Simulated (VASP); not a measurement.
# Nb3B5 (P4mm) in VASP: further runs, part 2 of 2

VASP 6.6.1.

## 3. Single point, PBE

Contents of INCAR:

```
SYSTEM = Nb3B5
ALGO = Normal
EDIFF = 1E-6
ENCUT = 520
GGA = PE
ISIF = 2
ISMEAR = 0
LASPH = .TRUE.
LCHARG = .TRUE.
LELF = .TRUE.
LREAL = .FALSE.
LVHAR = .TRUE.
LWAVE = .FALSE.
NBANDS = 37
NELM = 60
PREC = Accurate
SIGMA = 0.1
```

Contents of KPOINTS:

```
k-points
0
G
  6 6 10
  0 0 0
```

Contents of POSCAR:

```
Nb3B5
1.0
    5.0230074490      0.0000000000      0.0000000000
    0.0000000000      5.0230074490      0.0000000000
    0.0000000000      0.0000000000      3.2933607907
Nb B
3 5
Direct
    0.5000000000      0.0000000000      0.1109376120
    0.0000000000      0.5000000000      0.1109376120
    0.5000000000      0.5000000000      0.6168388667
    0.1795510321      0.1795510321      0.6091910492
    0.8204489679      0.8204489679      0.6091910492
    0.8204489679      0.1795510321      0.6091910492
    0.1795510321      0.8204489679      0.6091910492
    0.0000000000      0.0000000000      0.9786576925
```

Potentials or basis: VASP PAW PBE potentials, release 64 (Nb_sv, B).

The run is started by

```bash
$ cat potpaw_PBE.64/Nb_sv/POTCAR potpaw_PBE.64/B/POTCAR > POTCAR
$ mpirun -np 1 vasp_std > vasp.out
```

OUTCAR:

```text
SYSTEM = Nb3B5
   EDIFF = 1E-6
   ENCUT = 520
   GGA = PE
   ISIF = 2
   ISMEAR = 0
   LASPH = .TRUE.
   LREAL = .FALSE.
   NELM = 60
   PREC = Accurate

 ion  position               nearest neighbor table
   1  0.500  0.000  0.111-   4 2.47   5 2.47   6 2.47   7 2.47   4 2.48   5 2.48   6 2.48   7 2.48
                             8 2.55   8 2.55   3 2.99   3 2.99   3 3.01   3 3.01
   2  0.000  0.500  0.111-   4 2.47   5 2.47   6 2.47   7 2.47   4 2.48   5 2.48   6 2.48   7 2.48
                             8 2.55   8 2.55   3 2.99   3 2.99   3 3.01   3 3.01
   3  0.500  0.500  0.617-   4 2.28   5 2.28   6 2.28   7 2.28   1 2.99   2 2.99   1 2.99   2 2.99
                             1 3.01   1 3.01   2 3.01   2 3.01
   4  0.180  0.180  0.609-   8 1.76   7 1.80   6 1.80   3 2.28   1 2.47   2 2.47   1 2.48   2 2.48

   5  0.820  0.820  0.609-   8 1.76   7 1.80   6 1.80   3 2.28   1 2.47   2 2.47   1 2.48   2 2.48

   6  0.820  0.180  0.609-   8 1.76   5 1.80   4 1.80   3 2.28   1 2.47   2 2.47   1 2.48   2 2.48

   7  0.180  0.820  0.609-   8 1.76   5 1.80   4 1.80   3 2.28   1 2.47   2 2.47   1 2.48   2 2.48

   8  0.000  0.000  0.979-   4 1.76   5 1.76   6 1.76   7 1.76   1 2.55   2 2.55   2 2.55   1 2.55

  LATTYP: Found a simple tetragonal cell.
 ALAT       =     5.0230074490
 C/A-ratio  =     0.6556551676
[... 206 lines left out ...]
      4     -20.7432      2.00000
      5     -20.7432      2.00000
      6     -20.5564      2.00000
[... 949 lines left out ...]
     36      15.0541      0.00000
     37      15.2460      0.00000

 [... further k-points ...]

------------------------ aborting loop because EDIFF is reached ----------------------------------------

  FORCE on cell =-STRESS in cart. coord.  units (eV):
  Direction    XX          YY          ZZ          XY          YZ          ZX
  --------------------------------------------------------------------------------------
  -------------------------------------------------------------------------------------
  Total       -0.1576531     -0.1576531     -0.1390929      0.0000000      0.0000000      0.0000000
  in kB       -3.0398089     -3.0398089     -2.6819362      0.0000000      0.0000000      0.0000000
  external PRESSURE =      -2.9205180 kB  Pullay stress =       0.0000000 kB

 VOLUME and BASIS-vectors are now :
 -----------------------------------------------------------------------------
  energy-cutoff  :      520.00
  volume of cell :       83.09
      direct lattice vectors                 reciprocal lattice vectors
     5.023007449  0.000000000  0.000000000     0.199083917  0.000000000  0.000000000
     0.000000000  5.023007449  0.000000000     0.000000000  0.199083917  0.000000000
     0.000000000  0.000000000  3.293360791     0.000000000  0.000000000  0.303641193

 POSITION                                       TOTAL-FORCE (eV/Angst)
 -----------------------------------------------------------------------------------
      2.51150      0.00000      0.36536         0.000000      0.000000      0.000179
      0.00000      2.51150      0.36536         0.000000      0.000000      0.000179
      2.51150      2.51150      2.03147         0.000000      0.000000     -0.000668
      0.90189      0.90189      2.00629         0.013715      0.013715     -0.004933
      4.12112      4.12112      2.00629        -0.013715     -0.013715     -0.004933
      4.12112      0.90189      2.00629        -0.013715      0.013715     -0.004933
      0.90189      4.12112      2.00629         0.013715     -0.013715     -0.004933
      0.00000      0.00000      3.22307         0.000000      0.000000      0.020043
 -----------------------------------------------------------------------------------
    total drift:                               -0.000000      0.000000      0.000326

  FREE ENERGIE OF THE ION-ELECTRON SYSTEM (eV)
  ---------------------------------------------------
  free  energy   TOTEN  =       -66.2265891987 eV

  energy  without entropy=      -66.2109203110  energy(sigma->0) =      -66.21875475
```

OSZICAR:

```text
N       E                     dE             d eps       ncg     rms          rms(c)
DAV:   1     0.550346050587E+03    0.55035E+03   -0.28920E+04  4440   0.150E+03
DAV:   2    -0.267717983288E+02   -0.57712E+03   -0.56035E+03  5281   0.568E+02
DAV:   3    -0.728828960143E+02   -0.46111E+02   -0.45355E+02  7816   0.122E+02
DAV:   4    -0.759275343007E+02   -0.30446E+01   -0.30320E+01  7296   0.257E+01
DAV:   5    -0.760591952055E+02   -0.13166E+00   -0.13150E+00  7499   0.583E+00    0.187E+01
DAV:   6    -0.664429348389E+02    0.96163E+01   -0.54367E+01  6472   0.356E+01    0.523E+00
DAV:   7    -0.661954221947E+02    0.24751E+00   -0.61827E+00  7208   0.118E+01    0.340E+00
DAV:   8    -0.662312763532E+02   -0.35854E-01   -0.75003E-01  7472   0.475E+00    0.229E+00
DAV:   9    -0.662243218347E+02    0.69545E-02   -0.13570E-01  7323   0.231E+00    0.105E+00
DAV:  10    -0.662268866934E+02   -0.25649E-02   -0.31633E-02  6768   0.137E+00    0.293E-01
DAV:  11    -0.662264722864E+02    0.41441E-03   -0.37502E-03  6936   0.417E-01    0.133E-01
DAV:  12    -0.662265985647E+02   -0.12628E-03   -0.56351E-04  6352   0.177E-01    0.320E-02
DAV:  13    -0.662265868555E+02    0.11709E-04   -0.52865E-05  7032   0.522E-02    0.180E-02
DAV:  14    -0.662265892646E+02   -0.24091E-05   -0.52129E-06  6144   0.176E-02    0.284E-03
DAV:  15    -0.662265891987E+02    0.65837E-07   -0.80670E-07  3147   0.720E-03
   1 F= -.66226589E+02 E0= -.66218755E+02  d E =-.156689E-01
```

stdout:

```text
POSCAR found type information on POSCAR NbB
 POSCAR found :  2 types and       8 ions
 scaLAPACK will be used
 LDA part: xc-table for (Slater+PW92), standard interpolation
 POSCAR, INCAR and KPOINTS ok, starting setup
 FFT: planning ... GRIDC
 FFT: planning ... GRID_SOFT
 FFT: planning ... GRID
 WAVECAR not read
 entering main loop
```

Run time: 1.8 min. Hardware: 1 thread of Intel Xeon 6975P-C (Granite Rapids), shared host; peak memory 0.27 GiB.

Results:

| Property | Result |
| --- | --- |
| Free energy | -66.2266 eV |
| Pressure | -0.3 GPa |
| Largest force | 0.020 eV/Å |
| Band gap on the k mesh | zero (band 27 reaches 11.64 eV, above the bottom of band 28 at 10.36 eV) |

Forces in eV/Å, atoms in the order of the input:
```
Nb   0.000  0.000  0.000
Nb   0.000  0.000  0.000
Nb   0.000  0.000 -0.001
B    0.014  0.014 -0.005
B   -0.014 -0.014 -0.005
B   -0.014  0.014 -0.005
B    0.014 -0.014 -0.005
B    0.000  0.000  0.020
```
